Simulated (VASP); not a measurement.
# Ca (Fm-3m) in VASP: a series of runs, part 2 of 2

VASP 6.6.1. The steps go on from the part before.

### Step 5. Single point, PBE (volume scaled by 0.6)

INCAR

```
SYSTEM = Ca
PREC = Accurate
ENCUT = 520
EDIFF = 1E-7
ISMEAR = -1
SIGMA = 0.08
LREAL = .FALSE.
LASPH = .TRUE.
NELM = 60
ALGO = Normal
ISIF = 2
LWAVE = .FALSE.
LCHARG = .FALSE.
GGA = PE
NBANDS = 11
```

KPOINTS

```
regular mesh
0
G
  12 12 12
  0 0 0
```

POSCAR

```
Ca
1.0
    0.0000000000      2.3301573570      2.3301573570
    2.3301573570      0.0000000000      2.3301573570
    2.3301573570      2.3301573570      0.0000000000
Ca
1
Direct
    0.0000000000      0.0000000000      0.0000000000
```

Potentials or basis: VASP PAW PBE potentials, release 64 (Ca_sv).

On the command line:

```bash
$ cat potpaw_PBE.64/Ca_sv/POTCAR > POTCAR
$ mpirun -np 1 vasp_std > vasp.out
```

OUTCAR:

```text
SYSTEM = Ca
   PREC = Accurate
   ENCUT = 520
   EDIFF = 1E-7
   ISMEAR = -1
   LREAL = .FALSE.
   LASPH = .TRUE.
   NELM = 60
   ISIF = 2
   GGA = PE

 ion  position               nearest neighbor table
   1  0.000  0.000  0.000-

  LATTYP: Found a face centered cubic cell.
 ALAT       =     4.6603147140

  Lattice vectors:

 A1 = (   0.0000000000,   2.3301573570,   2.3301573570)
 A2 = (   2.3301573570,   0.0000000000,   2.3301573570)
 A3 = (   2.3301573570,   2.3301573570,   0.0000000000)

Analysis of symmetry for initial positions (statically):
=====================================================================
 Subroutine PRICEL returns:
 Original cell was already a primitive cell.

 Routine SETGRP: Setting up the symmetry group for a
 face centered cubic supercell.

 Subroutine GETGRP returns: Found 48 space group operations
 (whereof 48 operations were pure point group operations)
 out of a pool of 48 trial point group operations.

The static configuration has the point symmetry O_h .

Analysis of symmetry for dynamics (positions and initial velocities):
=====================================================================
 Subroutine PRICEL returns:
 Original cell was already a primitive cell.

 Routine SETGRP: Setting up the symmetry group for a
 face centered cubic supercell.

 Subroutine GETGRP returns: Found 48 space group operations
 (whereof 48 operations were pure point group operations)
 out of a pool of 48 trial point group operations.

The dynamic configuration has the point symmetry O_h .

 Subroutine INISYM returns: Found 48 space group operations
 (whereof 48 operations are pure point group operations),
 and found     1 'primitive' translations

----------------------------------------------------------------------------------------

                                     Primitive cell

  volume of cell :      25.3038

  direct lattice vectors                    reciprocal lattice vectors
     0.000000000  2.330157357  2.330157357    -0.214577783  0.214577783  0.214577783
     2.330157357  0.000000000  2.330157357     0.214577783 -0.214577783  0.214577783
     2.330157357  2.330157357  0.000000000     0.214577783  0.214577783 -0.214577783

  length of vectors
     3.295340137  3.295340137  3.295340137     0.371659623  0.371659623  0.371659623

  position of ions in fractional coordinates (direct lattice)
     0.000000000  0.000000000  0.000000000

  ion indices of the primitive-cell ions
   primitive index   ion index
                 1           1

----------------------------------------------------------------------------------------

 KPOINTS: regular mesh

Automatic generation of k-mesh.
 Grid dimensions read from file:
 generate k-points for:   12   12   12

 Generating k-lattice:

  Cartesian coordinates                     Fractional coordinates (reciprocal lattice)
    -0.017881482  0.017881482  0.017881482     0.083333333  0.000000000  0.000000000
     0.017881482 -0.017881482  0.017881482     0.000000000  0.083333333  0.000000000
     0.017881482  0.017881482 -0.017881482     0.000000000  0.000000000  0.083333333

  Length of vectors
     0.030971635  0.030971635  0.030971635

  Shift w.r.t. Gamma in fractional coordinates (k-lattice)
     0.000000000  0.000000000  0.000000000

 Subroutine IBZKPT returns following result:
 ===========================================

 Found     72 irreducible k-points:

 Following reciprocal coordinates:
            Coordinates               Weight
  0.000000  0.000000  0.000000      1.000000
  0.083333  0.000000  0.000000      8.000000
  0.166667  0.000000  0.000000      8.000000
  0.250000  0.000000  0.000000      8.000000
  0.333333  0.000000  0.000000      8.000000
  0.416667  0.000000  0.000000      8.000000
[... 16 lines left out ...]
  0.500000  0.166667  0.000000     24.000000
 -0.416667  0.166667  0.000000     24.000000
 [... further k-points ...]
   k-points           NKPTS =     72   k-points in BZ     NKDIM =     72   number of bands    NBANDS=     11
   number of dos      NEDOS =    301   number of ions     NIONS =      1
   total plane-waves  NPLWV =  21952
   dimension x,y,z NGX =    28 NGY =   28 NGZ =   28
   dimension x,y,z NGXF=    56 NGYF=   56 NGZF=   56
   ions per type =               1
   NGX,Y,Z   is equivalent  to a cutoff of  14.13, 14.13, 14.13 a.u.
   NGXF,Y,Z  is equivalent  to a cutoff of  28.25, 28.25, 28.25 a.u.
 SYSTEM =  Ca
   PREC   = accura    normal or accurate (medium, high low for compatibility)
   ISTART =      0    job   : 0-new  1-cont  2-samecut
   ICHARG =      2    charge: 1-file 2-atom 10-const
   ISPIN  =      1    spin polarized calculation?
   LNONCOLLINEAR =      F non collinear calculations
   LSORBIT =      F    spin-orbit coupling
   LASPH  =      T    aspherical Exc in radial PAW
   ENCUT  =  520.0 eV  38.22 Ry    6.18 a.u.   6.13  6.13  6.13*2*pi/ulx,y,z
   NELM   =     60;   NELMIN=  2; NELMDL= -5     # of ELM steps
   EDIFF  = 0.1E-06   stopping-criterion for ELM
   LREAL  =      F    real-space projection
   EDIFFG = 0.1E-05   stopping-criterion for IOM
   NSW    =      0    number of steps for IOM
   IBRION =     -1    ionic relax: 0-MD 1-quasi-New 2-CG
   NFREE  =      0    steps in history (QN), initial steepest desc. (CG)
   ISIF   =      2    stress and relaxation
   ISYM   =      2    0-nonsym 1-usesym 2-fastsym
   POTIM  = 0.5000    time-step for ionic-motion
   TEBEG  =    0.0;   TEEND  =   0.0 temperature during run
   PSTRESS=    0.0 pullay stress
   NELECT =      10.0000    total number of electrons
   NUPDOWN=      -1.0000    fix difference up-down
   EMIN   =  10.00;   EMAX   =-10.00  energy-range for DOS
   EFERMI =   0.00;   METHOD = LEGACY
   ISMEAR =    -1;   SIGMA  =   0.08  broadening in eV -4-tet -1-fermi 0-gaus
   EFERMI_NEDOS =   21; number of points for ismear=-14 and -15
   IALGO  =     38    algorithm
   IMIX   =      4    mixing-type and parameters
     AMIX     =   0.40;   BMIX     =  1.00
     AMIX_MAG =   1.60;   BMIX_MAG =  1.00
  volume/ion in A,a.u.               =      25.30       170.76
  Fermi-wavevector in a.u.,A,eV,Ry     =   1.201378  2.270275 19.637404  1.443308
  Thomas-Fermi vector in A             =   2.337188
   LORBIT       =      0    0 simple, 1 ext, 2 COOP (PROOUT), +10 PAW based schemes
   GGA     = PE    functional components
   LHFCALC =     F    Hartree Fock is set to
   AEXX    =    0.0000 exact exchange contribution
   IVDW    =     0    specifies the selected vdW correction
   LEPSILON=     F    determine dielectric tensor
   LRPA    =     F    only Hartree local field effects (RPA)
 non-spin polarized calculation
  energy-cutoff  :      520.00
  volume of cell :       25.30
 maximum number of plane-waves:       701
 NGX is ok and might be reduce to    28
   NGX = 13   NGY = 13   NGZ = 13

 number of electron      10.0000001 magnetization

 Free energy of the ion-electron system (eV)
  ---------------------------------------------------
  ext. energy  EPLUGINS =         0.00000000
  ---------------------------------------------------
  free energy    TOTEN  =        -1.21199101 eV

  energy without entropy =       -1.19528850  energy(sigma->0) =       -1.20363975

 E-fermi :   4.4938     XC(G=0):  -9.5070

 val. band max:        4.4756954687   @ k =   0.5000   0.5000   0.0000
 cond. band min:       4.5593576541   @ k =  -0.4167   0.2500   0.0000
 fundamental gap:      0.0836621854
 Fermi energy:         4.4938047162

 k-point     1 :       0.0000    0.0000    0.0000
  band No.  band energies     occupation
      1     -36.5714      2.00000
      2     -17.2353      2.00000
      3     -17.2353      2.00000
      4     -17.2353      2.00000
      5      -0.2953      2.00000
      6       7.3825      0.00000
      7       7.3825      0.00000
      8       7.3825      0.00000
      9       9.2758      0.00000
     10       9.2758      0.00000
     11      16.0832      0.00000
[... 309 lines left out ...]
 k-point    24 :      -0.4167    0.1667    0.0000
  band No.  band energies     occupation
      1     -36.4323      2.00000
      2     -17.9346      2.00000
      3     -17.4709      2.00000
      4     -17.3565      2.00000
      5       3.7598      1.99979
      6       4.9355      0.00797
      7       6.5127      0.00000
      8       7.6625      0.00000
      9      10.2148      0.00000
     10      11.1192      0.00000
     11      13.1909      0.00000

 [... further k-points ...]

------------------------ aborting loop because EDIFF is reached ----------------------------------------

  FORCE on cell =-STRESS in cart. coord.  units (eV):
  Direction    XX          YY          ZZ          XY          YZ          ZX
  --------------------------------------------------------------------------------------
  -------------------------------------------------------------------------------------
  Total        3.0908479      3.0908479      3.0908479     -0.0000000      0.0000000     -0.0000000
  in kB      195.7052484    195.7052484    195.7052484     -0.0000000      0.0000000     -0.0000000
  external PRESSURE =     195.7052484 kB  Pullay stress =       0.0000000 kB

 VOLUME and BASIS-vectors are now :
 -----------------------------------------------------------------------------
  energy-cutoff  :      520.00
  volume of cell :       25.30
      direct lattice vectors                 reciprocal lattice vectors
     0.000000000  2.330157357  2.330157357    -0.214577783  0.214577783  0.214577783
     2.330157357  0.000000000  2.330157357     0.214577783 -0.214577783  0.214577783
     2.330157357  2.330157357  0.000000000     0.214577783  0.214577783 -0.214577783

 POSITION                                       TOTAL-FORCE (eV/Angst)
 -----------------------------------------------------------------------------------
      0.00000      0.00000      0.00000         0.000000      0.000000     -0.000000
 -----------------------------------------------------------------------------------
    total drift:                               -0.000000     -0.000000     -0.000000

  FREE ENERGIE OF THE ION-ELECTRON SYSTEM (eV)
  ---------------------------------------------------
  free  energy   TOTEN  =        -1.2119910063 eV

  energy  without entropy=       -1.1952884976  energy(sigma->0) =       -1.20363975
```

OSZICAR:

```text
N       E                     dE             d eps       ncg     rms          rms(c)
DAV:   1     0.720771759057E+02    0.72077E+02   -0.54832E+03  1584   0.896E+02
DAV:   2     0.428080974431E+00   -0.71649E+02   -0.70815E+02  1716   0.227E+02
DAV:   3    -0.118047842520E+01   -0.16086E+01   -0.15906E+01  2124   0.331E+01
DAV:   4    -0.124946431633E+01   -0.68986E-01   -0.68638E-01  2009   0.566E+00
DAV:   5    -0.125115676421E+01   -0.16924E-02   -0.16906E-02  2136   0.717E-01    0.171E+00
DAV:   6    -0.122345613234E+01    0.27701E-01   -0.12310E-02  2183   0.113E+00    0.978E-01
DAV:   7    -0.121210142238E+01    0.11355E-01   -0.16610E-02  2506   0.124E+00    0.112E-01
DAV:   8    -0.121197290760E+01    0.12851E-03   -0.73031E-04  1837   0.262E-01    0.370E-02
DAV:   9    -0.121199151071E+01   -0.18603E-04   -0.55032E-05  2421   0.675E-02    0.683E-03
DAV:  10    -0.121199124256E+01    0.26815E-06   -0.27981E-06  1940   0.147E-02    0.977E-04
DAV:  11    -0.121199108988E+01    0.15267E-06   -0.22498E-07  2030   0.398E-03    0.717E-04
DAV:  12    -0.121199100631E+01    0.83577E-07   -0.11036E-08   966   0.100E-03
   1 F= -.12119910E+01 E0= -.12036398E+01  d E =-.167025E-01
```

stdout:

```text
POSCAR found type information on POSCAR Ca
 POSCAR found :  1 types and       1 ions
 scaLAPACK will be used
 LDA part: xc-table for (Slater+PW92), standard interpolation
 POSCAR, INCAR and KPOINTS ok, starting setup
 FFT: planning ... GRIDC
 FFT: planning ... GRID_SOFT
 FFT: planning ... GRID
 WAVECAR not read
 entering main loop
```

It took 41 s on 1 thread of Intel Xeon 6975P-C, shared host; peak memory 0.17 GiB.

What came out:

* Free energy: -1.2120 eV
* Pressure: 19.6 GPa

Levels at points of the mesh, in eV from the Fermi level:
```tsv
k point	band 3	band 4	band 5	band 6	band 7	band 8
(0.00, 0.00, 0.00)	-21.73	-21.73	-4.79	2.89	2.89	2.89
(0.50, 0.00, 0.00)	-21.82	-21.82	-1.31	0.77	2.66	2.66
(0.50, 0.50, 0.00)	-21.99	-21.99	-1.28	-0.02	2.60	6.02
```

### Step 6. The runs side by side

| cell | gap on the mesh (eV) | pressure (GPa) |
| --- | --- | --- |
| a = 2.994 Å, angles 60.0°, 1 atom | none | 43.6 |
| a = 3.142 Å, angles 60.0°, 1 atom | none | 30.4 |
| a = 3.295 Å, angles 60.0°, 1 atom | - | 19.6 |

Alike in all rows: task single point; level PBE; potentials or basis VASP PAW PBE potentials, release 64 (Ca_sv); no spin polarisation; k mesh 12 × 12 × 12; cutoff (eV) 520; smearing fermi-dirac 0.08 eV.

Absolute energies hang on the potentials; compare differences alone.
